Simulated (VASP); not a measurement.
Set up this calculation in VASP 6.6.1, as the native input.

| Quantity | Value |
| --- | --- |
| Task | single point |
| Functional | PBE |
| Potentials or basis | VASP PAW PBE potentials, release 64 (Mg, Si, N) |
| Cutoff | 520 eV |
| k mesh | 4 × 6 × 2 |
| Occupations | gaussian, width 0.1 eV |
| Spin | no spin polarisation |
| Dipole correction | no |
| Further INCAR settings | ALGO = Normal; EDIFF = 1e-06; NBANDS = 30 |

The structure of MgSi3N lies in POSCAR:

```
MgSi3N
1.0
    5.9080497365      0.0000000000     -0.2292139817
    0.0000000000      2.9331055233      0.0000000000
   -2.5857012877      0.0000000000      9.5117764660
Mg Si N
2 6 2
Direct
    0.4859544675      0.5000000000      0.4260405801
    0.9858551445      0.5000000000      0.9260953944
   -0.0602952547      0.0000000000      0.5240629317
    0.4396963548      0.0000000000      0.0240407575
    0.6476088043      0.0000000000      0.7352577394
    0.1476288627      0.0000000000      0.2352716782
    0.2585885776      0.0000000000      0.7512887148
    0.7585834343      0.0000000000      0.2512764072
    0.6681843490      0.0000000000      0.5633326207
    0.1681952602      0.0000000000      0.0633331757
```

These files were run (other wordings do the same):

INCAR

```
ALGO = Normal ; EDIFF = 1E-6
ENCUT = 520 ; GGA = PE
ISIF = 2 ; ISMEAR = 0
LASPH = T ; LCHARG = T
LELF = T ; LREAL = F
LVHAR = T ; LWAVE = F
NBANDS = 30 ; NELM = 100
PREC = Accurate ; SIGMA = 0.1
```

KPOINTS

```
k-points
0
Gamma
  4 6 2
```

Potentials or basis: VASP PAW PBE potentials, release 64 (Mg, Si, N).

Launch:

```bash
$ cat potpaw_PBE.64/Mg/POTCAR potpaw_PBE.64/Si/POTCAR potpaw_PBE.64/N/POTCAR > POTCAR
$ mpirun -np 1 vasp_std > vasp.out
```

It gave:

```json
{
 "Pressure": "0.0 GPa",
 "Largest force": "0.017 eV/Å",
 "Band gap on the k mesh": "zero (bands 19 and 20 overlap by 3.23 eV)"
}
```

Wall time 65 s on 1 thread of Intel(R) Xeon(R) 6975P-C (Granite Rapids), with other jobs on the host, peak memory 0.34 GiB.
